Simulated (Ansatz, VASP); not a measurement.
# Al2GaAs3: VASP beside Ansatz

```
Al Ga As
1.0
     4.04344   -0.05710    0.03107
    -0.09889    6.99190    0.01144
     0.07615    0.01619   10.29400
Al Ga As
4 2 6
Direct
  0.00917 0.99591 0.99908
  0.49180 0.50589 0.00181
  0.49220 0.17260 0.33400
  0.00438 0.66573 0.34049
  0.01409 0.33825 0.65910
  0.47891 0.82575 0.66270
  0.00105 0.00139 0.74287
  0.49274 0.49348 0.75418
  0.01135 0.34411 0.40952
  0.50498 0.83357 0.41698
  0.49605 0.15922 0.08570
  0.00327 0.66409 0.09358
```

Change from the starting cell: cell x2, atoms moved at random (sigma 0.05 Å) and cell strained at random (1.5 %), then relaxed without symmetry.

Alike in both runs: task relaxation of cell and atoms; functional PBE; k mesh 4 × 2 × 2; occupations gaussian, width 0.1 eV; no spin polarisation.

|  | VASP | Ansatz |
| --- | --- | --- |
| version | VASP 6.6.1 | Ansatz 0.2.0 |
| potentials or method | VASP PAW PBE potentials, release 64 (Al, Ga_d, As), cutoff 600 eV | scalar-relativistic, plane waves, PAW |
| valence electrons in the cell | 68 | 128 |

VASP gave:

* gap on the k mesh at the Fermi level, each at its own relaxed structure (eV): 0.91
* relaxed volume (Å³/atom): 23.61
* relaxed cell length with the largest relative difference (Å): 7.003

Question: Estimate Ansatz's values.

Answer: gap on the k mesh at the Fermi level, each at its own relaxed structure (eV): 0.92; relaxed volume (Å³/atom): 23.56; relaxed cell length with the largest relative difference (Å): 6.997.

VASP's potentials hold 68 valence electrons a cell and Ansatz's 128, so a difference there can come from the potentials and not from the codes.

The k mesh is coarse, so the values compare programs but aren't converged.
